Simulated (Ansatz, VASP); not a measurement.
## S in VASP and in Ansatz

Contents of INCAR:

```
PREC = Accurate
ENCUT = 520
EDIFF = 1E-7
ISMEAR = 0
SIGMA = 0.01
LREAL = F
LASPH = T
NELM = 80
ALGO = Normal
ISIF = 2
LWAVE = F
LCHARG = T
GGA = PE
LELF = T
LVHAR = T
NBANDS = 27
```

File KPOINTS:

```
Automatic mesh
0
Gamma
  6 6 6
```

File POSCAR:

```
S
1.0
    5.3612127041      3.0952975979      1.3949463222
   -5.3612127041      3.0952975979      1.3949463222
    0.0000000000     -6.1905951958      1.3949463221
S
6
Direct
    0.2551978010      0.1485570036      0.9142443515
    0.9142443515      0.2551978010      0.1485570036
    0.1485570036      0.9142443515      0.2551978010
    0.7448021990      0.8514429964      0.0857556485
    0.0857556485      0.7448021990      0.8514429964
    0.8514429964      0.0857556485      0.7448021990
```

Input for Ansatz:

```yaml
crystal:
  lattice:
    - [5.3612127041, 3.0952975979, 1.3949463222]
    - [-5.3612127041, 3.0952975979, 1.3949463222]
    - [0.0, -6.1905951958, 1.3949463221]
  atoms:
    - { symbol: S, position: [0.255197801, 0.1485570036, 0.9142443515] }
    - { symbol: S, position: [0.9142443515, 0.255197801, 0.1485570036] }
    - { symbol: S, position: [0.1485570036, 0.9142443515, 0.255197801] }
    - { symbol: S, position: [0.744802199, 0.8514429964, 0.0857556485] }
    - { symbol: S, position: [0.0857556485, 0.744802199, 0.8514429964] }
    - { symbol: S, position: [0.8514429964, 0.0857556485, 0.744802199] }
kpoints:
  mp_grid: { grid: [6, 6, 6] }
  band_path:
    path:
      - [0.0, 0.0, 0.0]
      - [0.5, 0.0, 0.0]
      - [0.5, -0.5, 0.5]
      - [0.200516686, -0.799483314, 0.200516686]
      - [0.5, -0.5, 0.0]
      - [0.223958, 0.171875, -0.25]
    npoints: 1
hamiltonian:
  xc: pbe
scf:
  occupations: { method: fixed }
  n_extra_bands: 5
output:
  forces: true
  stress: true
  eigenvalues: true
```

Alike in both runs: task single point; functional PBE; k mesh 6 × 6 × 6; no spin polarisation.

```csv
,VASP,Ansatz
version,VASP 6.6.1,Ansatz 0.2.0
potentials or method,"VASP PAW PBE potentials, release 64 (S)","plane waves, PAW"
plane-wave cutoff (eV),520,420
occupations,"gaussian, width 0.01 eV",fixed
valence electrons in the cell,36,36
```

|  | VASP | Ansatz | Ansatz less VASP |
| --- | --- | --- | --- |
| gap on the k mesh at the Fermi level (eV) | 1.93 | 1.88 | -0.046 |
| pressure (GPa) | 1.8 | 2.4 | +0.57 |
| traceless stress, the component that is largest in VASP (GPa) | 0.23 | -0.03 | -0.252 |
| rms of the force components (eV/Å) | 0.027 | 0.107 | +0.0802 |

Atom by atom the forces differ by 0.081 eV/Å (rms over components).
